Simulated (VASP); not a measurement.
Input of a VASP 6.6.1 run:

INCAR

```
PREC = Accurate
ENCUT = 520
EDIFF = 1E-6
ISMEAR = -1
SIGMA = 0.05
LREAL = False
LASPH = True
NELM = 80
ALGO = Normal
ISIF = 2
LWAVE = False
LCHARG = False
NBANDS = 14
```

File KPOINTS:

```
regular mesh
0
Gamma
  10 10 10
```

POSCAR

```
HfB
1.0
    0.0000000000      2.3100000000      2.3100000000
    2.3100000000      0.0000000000      2.3100000000
    2.3100000000      2.3100000000      0.0000000000
Hf B
1 1
Direct
    0.5000000000      0.5000000000      0.5000000000
    0.0000000000      0.0000000000      0.0000000000
```

Potentials or basis: VASP PAW LDA potentials, release 64 (Hf_pv, B).

Command:

```bash
$ cat potpaw_LDA.64/Hf_pv/POTCAR potpaw_LDA.64/B/POTCAR > POTCAR
$ mpirun -np 1 vasp_std > vasp.out
```

Problem. Estimate the pressure.

Solution. 19.7 GPa.
